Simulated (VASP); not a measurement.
Set up this calculation in VASP 6.6.1, as the native input.

| Quantity | Value |
| --- | --- |
| Task | relaxation of cell and atoms |
| Functional | PBE |
| Potentials or basis | VASP PAW PBE potentials, release 64 (Pr_3, H, Rh_pv), 4f in core |
| Cutoff | 500 eV |
| k mesh | 4 × 4 × 4 |
| Occupations | gaussian, width 0.2 eV |
| Spin | no spin polarisation |
| Dipole correction | no |
| Further INCAR settings | ALGO = Normal; EDIFF = 1e-07; IBRION = 2; EDIFFG = -0.08; NSW = 36; ISIF = 3 |

The structure of PrHRh3 lies in POSCAR:

```
PrHRh3
1.0
    3.8891153300      0.0000000000      0.0000000000
    0.0000000000      3.8891153300      0.0000000000
    0.0000000000      0.0000000000      4.1986078900
Pr H Rh
1 1 3
Direct
    0.0000000000      0.0000000000      0.0509553300
    0.5000000000      0.5000000000      0.6228065500
    0.5000000000      0.0000000000      0.6960848600
    0.5000000000      0.5000000000      0.1625723100
    0.0000000000      0.5000000000      0.6960848600
```

The cell was generated, and may not be a known phase.

These files were run (other wordings do the same):

INCAR

```
ALGO = Normal
EDIFF = 1E-7
EDIFFG = -0.08
ENCUT = 500
GGA = PE
GGA_COMPAT = F
IBRION = 2
ISIF = 3
ISMEAR = 0
LASPH = T
LCHARG = F
LMAXMIX = 6
LREAL = F
LWAVE = F
NELM = 200
NELMIN = 4
NSW = 36
PREC = Accurate
SIGMA = 0.2
```

KPOINTS

```
k-points
0
Gamma
  4 4 4
```

Potentials or basis: VASP PAW PBE potentials, release 64 (Pr_3, H, Rh_pv), 4f in core.

Run with:

```sh
$ cat potpaw_PBE.64/Pr_3/POTCAR potpaw_PBE.64/H/POTCAR potpaw_PBE.64/Rh_pv/POTCAR > POTCAR
$ mpirun -np 1 vasp_std > vasp.out
```

Results of the run:

```yaml
Relaxed_volume: 14.47 Å³/atom
Relaxed_cell: a = 4.165 Å, b = 4.165 Å, c = 4.171 Å, α = 90.00°, β = 90.00°, γ = 90.00°
Space_group_after_relaxing_to_0.1_Å: P4mm (No. 99)
Energy_gained_by_relaxing: 643.5 meV/atom
Ionic_steps: 15
Pressure_after_relaxing: 0.0 GPa
Largest_force_after_relaxing: 0.012 eV/Å
Band_gap_on_the_k_mesh: zero (an odd number of electrons rules out a gap without spin polarisation)
```

Caveat: the k points lie up to 0.38 Å⁻¹ apart in the final cell, too coarse for converged energies and pressures of a metal; spin-orbit coupling is left out, which moves the levels of the heavy elements; the 4f electrons are frozen in the core, so they carry no moment and show no levels.

It took 9.6 min on 1 thread of Intel(R) Xeon(R) Platinum 8375C CPU @ 2.90GHz (Ice Lake) (shared host), peak memory 0.19 GiB.
